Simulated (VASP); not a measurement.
# W (Pm-3m) in VASP: notebook

The runs below take W through single point, with PBE.

Everything below comes from runs of VASP 6.6.1. Logs are shortened: lines on timing, memory, paths and dates and some standing lists are left out, and cuts for length are marked.

## 1. The cell of the first run

It takes space group Pm-3m (No. 221, cubic). The conventional cell has a = 2.706 Å, b = 2.706 Å, c = 2.706 Å, α = 90.00°, β = 90.00°, γ = 90.00°. Within 3.6 Å of W (site symmetry m-3m) lie 6 W at 2.71 Å.

This isn't the form of W at room conditions, which is bcc.

## 2. Single point, PBE (19.82 Å³/atom)

File INCAR:

```
PREC = Accurate
ENCUT = 520
EDIFF = 1E-6
ISMEAR = -1
SIGMA = 0.1
LREAL = False
LASPH = True
NELM = 80
ALGO = Normal
ISIF = 2
LWAVE = False
LCHARG = False
GGA = PE
NBANDS = 13
```

File KPOINTS:

```
regular mesh
0
Gamma
  19 19 19
```

File POSCAR:

```
W
1.0
    2.7061998572      0.0000000000      0.0000000000
    0.0000000000      2.7061998572      0.0000000000
    0.0000000000      0.0000000000      2.7061998572
W
1
Direct
    0.0000000000      0.0000000000      0.0000000000
```

Potentials or basis: VASP PAW PBE potentials, release 64 (W_sv).

Started as:

```
$ cat potpaw_PBE.64/W_sv/POTCAR > POTCAR
$ mpirun -np 1 vasp_std > vasp.out
```

OUTCAR:

```text
PREC = Accurate
   ENCUT = 520
   EDIFF = 1E-6
   ISMEAR = -1
   LREAL = False
   LASPH = True
   NELM = 80
   ISIF = 2
   GGA = PE

 ion  position               nearest neighbor table
   1  0.000  0.000  0.000-

  LATTYP: Found a simple cubic cell.
 ALAT       =     2.7061998572

  Lattice vectors:

 A1 = (   2.7061998572,   0.0000000000,   0.0000000000)
 A2 = (   0.0000000000,   2.7061998572,   0.0000000000)
 A3 = (   0.0000000000,   0.0000000000,   2.7061998572)

Analysis of symmetry for initial positions (statically):
=====================================================================
 Subroutine PRICEL returns:
 Original cell was already a primitive cell.

 Routine SETGRP: Setting up the symmetry group for a
 simple cubic supercell.

 Subroutine GETGRP returns: Found 48 space group operations
 (whereof 48 operations were pure point group operations)
 out of a pool of 48 trial point group operations.

The static configuration has the point symmetry O_h .

Analysis of symmetry for dynamics (positions and initial velocities):
=====================================================================
 Subroutine PRICEL returns:
 Original cell was already a primitive cell.

 Routine SETGRP: Setting up the symmetry group for a
 simple cubic supercell.

 Subroutine GETGRP returns: Found 48 space group operations
 (whereof 48 operations were pure point group operations)
 out of a pool of 48 trial point group operations.

The dynamic configuration has the point symmetry O_h .

 Subroutine INISYM returns: Found 48 space group operations
 (whereof 48 operations are pure point group operations),
 and found     1 'primitive' translations

----------------------------------------------------------------------------------------

                                     Primitive cell

  volume of cell :      19.8189

  direct lattice vectors                    reciprocal lattice vectors
     2.706199857  0.000000000  0.000000000     0.369521858  0.000000000  0.000000000
     0.000000000  2.706199857  0.000000000     0.000000000  0.369521858  0.000000000
     0.000000000  0.000000000  2.706199857     0.000000000  0.000000000  0.369521858

  length of vectors
     2.706199857  2.706199857  2.706199857     0.369521858  0.369521858  0.369521858

  position of ions in fractional coordinates (direct lattice)
[... 75 lines left out ...]
   ENCUT  =  520.0 eV  38.22 Ry    6.18 a.u.   5.03  5.03  5.03*2*pi/ulx,y,z
   NELM   =     80;   NELMIN=  2; NELMDL= -5     # of ELM steps
   EDIFF  = 0.1E-05   stopping-criterion for ELM
   LREAL  =      F    real-space projection
   EDIFFG = 0.1E-04   stopping-criterion for IOM
   NSW    =      0    number of steps for IOM
   IBRION =     -1    ionic relax: 0-MD 1-quasi-New 2-CG
   NFREE  =      0    steps in history (QN), initial steepest desc. (CG)
   ISIF   =      2    stress and relaxation
   ISYM   =      2    0-nonsym 1-usesym 2-fastsym
   POTIM  = 0.5000    time-step for ionic-motion
   TEBEG  =    0.0;   TEEND  =   0.0 temperature during run
   PSTRESS=    0.0 pullay stress
   NELECT =      14.0000    total number of electrons
   NUPDOWN=      -1.0000    fix difference up-down
   EMIN   =  10.00;   EMAX   =-10.00  energy-range for DOS
   EFERMI =   0.00;   METHOD = LEGACY
   ISMEAR =    -1;   SIGMA  =   0.10  broadening in eV -4-tet -1-fermi 0-gaus
   EFERMI_NEDOS =   21; number of points for ismear=-14 and -15
   IALGO  =     38    algorithm
   IMIX   =      4    mixing-type and parameters
     AMIX     =   0.40;   BMIX     =  1.00
     AMIX_MAG =   1.60;   BMIX_MAG =  1.00
  volume/ion in A,a.u.               =      19.82       133.74
  Fermi-wavevector in a.u.,A,eV,Ry     =   1.458000  2.755221 28.922791  2.125765
  Thomas-Fermi vector in A             =   2.574736
   LORBIT       =      0    0 simple, 1 ext, 2 COOP (PROOUT), +10 PAW based schemes
   GGA     = PE    functional components
   LHFCALC =     F    Hartree Fock is set to
   AEXX    =    0.0000 exact exchange contribution
   IVDW    =     0    specifies the selected vdW correction
   LEPSILON=     F    determine dielectric tensor
   LRPA    =     F    only Hartree local field effects (RPA)
 non-spin polarized calculation
  energy-cutoff  :      520.00
  volume of cell :       19.82
 maximum number of plane-waves:       552
   NGX = 11   NGY = 11   NGZ = 11

 number of electron      14.0000000 magnetization

 Free energy of the ion-electron system (eV)
  ---------------------------------------------------
  ext. energy  EPLUGINS =         0.00000000
  ---------------------------------------------------
  free energy    TOTEN  =       -11.46735610 eV

  energy without entropy =      -11.43811257  energy(sigma->0) =      -11.45273433

 E-fermi :   8.3534     XC(G=0): -12.2714

 val. band max:        8.3524507401   @ k =   0.3684   0.3684   0.1579
 cond. band min:       8.3636189503   @ k =   0.4211   0.3684   0.1579
 fundamental gap:      0.0111682102
 Fermi energy:         8.3533969774

 k-point     1 :       0.0000    0.0000    0.0000
  band No.  band energies     occupation
      1     -65.7998      2.00000
      2     -29.5048      2.00000
      3     -29.5048      2.00000
      4     -29.5048      2.00000
      5       0.2216      2.00000
      6       4.4627      2.00000
      7       4.4627      2.00000
      8      12.5853      0.00000
      9      12.5853      0.00000
     10      12.5853      0.00000
     11      22.3552      0.00000
     12      22.3552      0.00000
     13      22.3552      0.00000
[... 354 lines left out ...]
  band No.  band energies     occupation
      1     -65.7446      2.00000
      2     -30.1987      2.00000
      3     -29.5504      2.00000
      4     -29.4345      2.00000
      5       2.7320      2.00000
      6       5.3172      2.00000
      7       6.8384      2.00000
      8       9.7193      0.00000
      9      10.1014      0.00000
     10      12.3985      0.00000
     11      17.1668      0.00000
     12      23.6454      0.00000
     13      24.6881      0.00000

 [... further k-points ...]
[... 5 lines left out ...]
  --------------------------------------------------------------------------------------
  -------------------------------------------------------------------------------------
  Total       -1.6555388     -1.6555388     -1.6555388      0.0000000     -0.0000000      0.0000000
  in kB     -133.8351983   -133.8351983   -133.8351983      0.0000000     -0.0000000      0.0000000
  external PRESSURE =    -133.8351983 kB  Pullay stress =       0.0000000 kB

 VOLUME and BASIS-vectors are now :
 -----------------------------------------------------------------------------
  energy-cutoff  :      520.00
  volume of cell :       19.82
      direct lattice vectors                 reciprocal lattice vectors
     2.706199857  0.000000000  0.000000000     0.369521858  0.000000000  0.000000000
     0.000000000  2.706199857  0.000000000     0.000000000  0.369521858  0.000000000
     0.000000000  0.000000000  2.706199857     0.000000000  0.000000000  0.369521858

 POSITION                                       TOTAL-FORCE (eV/Angst)
 -----------------------------------------------------------------------------------
      0.00000      0.00000      0.00000         0.000000      0.000000      0.000000
 -----------------------------------------------------------------------------------
    total drift:                                0.000000      0.000000      0.000000

  FREE ENERGIE OF THE ION-ELECTRON SYSTEM (eV)
  ---------------------------------------------------
  free  energy   TOTEN  =       -11.4673561014 eV

  energy  without entropy=      -11.4381125685  energy(sigma->0) =      -11.45273433
```

It took 34 s on 1 thread of Intel Xeon 8259CL, shared host; peak memory 0.17 GiB.

Results:

- Free energy: -11.4674 eV
- Pressure: -13.4 GPa
- Band gap on the k mesh: zero (bands 7 and 8 overlap by 2.50 eV)

Caveat: the cell stands under tension; spin-orbit coupling is left out, which moves the levels of the heavy elements.

## 3. Single point, PBE (20.55 Å³/atom)

This run uses another cell than the first one, of 20.55 Å³/atom.

File INCAR:

```
ALGO = Normal
EDIFF = 1E-7
ENCUT = 520
GGA = PE
ISIF = 2
ISMEAR = -1
LASPH = T
LCHARG = F
LREAL = F
LWAVE = F
NBANDS = 13
NELM = 100
PREC = Accurate
SIGMA = 0.1
```

File KPOINTS:

```
k-points
0
Gamma
  19 19 19
```

File POSCAR:

```
W
1.0
    2.7392055474      0.0000000000      0.0000000000
    0.0000000000      2.7392055474      0.0000000000
    0.0000000000      0.0000000000      2.7392055474
W
1
Direct
    0.0000000000      0.0000000000      0.0000000000
```

Potentials or basis: VASP PAW PBE potentials, release 64 (W_sv).

Started as:

```
$ cat potpaw_PBE.64/W_sv/POTCAR > POTCAR
$ mpirun -np 1 vasp_std > vasp.out
```

OUTCAR:

```text
EDIFF = 1E-7
   ENCUT = 520
   GGA = PE
   ISIF = 2
   ISMEAR = -1
   LASPH = T
   LREAL = F
   NELM = 100
   PREC = Accurate

 ion  position               nearest neighbor table
   1  0.000  0.000  0.000-

  LATTYP: Found a simple cubic cell.
 ALAT       =     2.7392055474

  Lattice vectors:

 A1 = (   2.7392055474,   0.0000000000,   0.0000000000)
 A2 = (   0.0000000000,   2.7392055474,   0.0000000000)
 A3 = (   0.0000000000,   0.0000000000,   2.7392055474)

Analysis of symmetry for initial positions (statically):
[... 551 lines left out ...]
      5       2.4173      2.00000
      6       5.0121      2.00000
      7       6.4458      2.00000
      8       9.2302      0.00000
      9       9.5975      0.00000
     10      11.7622      0.00000
     11      16.4630      0.00000
     12      22.9444      0.00000
     13      23.9717      0.00000

 [... further k-points ...]
[... 5 lines left out ...]
  --------------------------------------------------------------------------------------
  -------------------------------------------------------------------------------------
  Total       -2.3951167     -2.3951167     -2.3951167      0.0000000      0.0000000      0.0000000
  in kB     -186.7082035   -186.7082035   -186.7082035      0.0000000      0.0000000      0.0000000
  external PRESSURE =    -186.7082035 kB  Pullay stress =       0.0000000 kB

 VOLUME and BASIS-vectors are now :
 -----------------------------------------------------------------------------
  energy-cutoff  :      520.00
  volume of cell :       20.55
      direct lattice vectors                 reciprocal lattice vectors
     2.739205547  0.000000000  0.000000000     0.365069354  0.000000000  0.000000000
     0.000000000  2.739205547  0.000000000     0.000000000  0.365069354  0.000000000
     0.000000000  0.000000000  2.739205547     0.000000000  0.000000000  0.365069354

 POSITION                                       TOTAL-FORCE (eV/Angst)
 -----------------------------------------------------------------------------------
      0.00000      0.00000      0.00000         0.000000      0.000000      0.000000
 -----------------------------------------------------------------------------------
    total drift:                               -0.000000      0.000000      0.000000

  FREE ENERGIE OF THE ION-ELECTRON SYSTEM (eV)
  ---------------------------------------------------
  free  energy   TOTEN  =       -11.3938388342 eV

  energy  without entropy=      -11.3640041559  energy(sigma->0) =      -11.37892150
```

OSZICAR:

```text
N       E                     dE             d eps       ncg     rms          rms(c)
DAV:   1     0.880841350416E+02    0.88084E+02   -0.74594E+03  5736   0.117E+03
DAV:   2    -0.100817036335E+02   -0.98166E+02   -0.93823E+02  6395   0.308E+02
DAV:   3    -0.118922235369E+02   -0.18105E+01   -0.17982E+01  6545   0.411E+01
DAV:   4    -0.119033112748E+02   -0.11088E-01   -0.11087E-01  6265   0.354E+00
DAV:   5    -0.119034452290E+02   -0.13395E-03   -0.13395E-03  6630   0.373E-01    0.141E+01
DAV:   6    -0.114750737083E+02    0.42837E+00   -0.46709E-01  5890   0.803E+00    0.519E+00
DAV:   7    -0.113963496921E+02    0.78724E-01   -0.17074E-01  6250   0.460E+00    0.609E-01
DAV:   8    -0.113938443117E+02    0.25054E-02   -0.41921E-03  5950   0.799E-01    0.457E-02
DAV:   9    -0.113938457326E+02   -0.14209E-05   -0.95792E-05  6895   0.125E-01    0.339E-02
DAV:  10    -0.113938387936E+02    0.69390E-05   -0.16508E-05  6150   0.503E-02    0.242E-03
DAV:  11    -0.113938388342E+02   -0.40580E-07   -0.32799E-07  6180   0.672E-03
   1 F= -.11393839E+02 E0= -.11378921E+02  d E =-.298347E-01
```

stdout:

```text
POSCAR found type information on POSCAR W
 POSCAR found :  1 types and       1 ions
 scaLAPACK will be used
 LDA part: xc-table for (Slater+PW92), standard interpolation
 POSCAR, INCAR and KPOINTS ok, starting setup
 FFT: planning ... GRIDC
 FFT: planning ... GRID_SOFT
 FFT: planning ... GRID
 WAVECAR not read
 entering main loop
```

It took 36 s on 1 thread of Intel Xeon 8259CL, shared host; peak memory 0.17 GiB.

What came out:

```
Free energy            : -11.3938 eV
Pressure               : -18.7 GPa
Band gap on the k mesh : zero (bands 7 and 8 overlap by 2.38 eV)
```

Caveat: the cell stands under tension; spin-orbit coupling is left out, which moves the levels of the heavy elements.
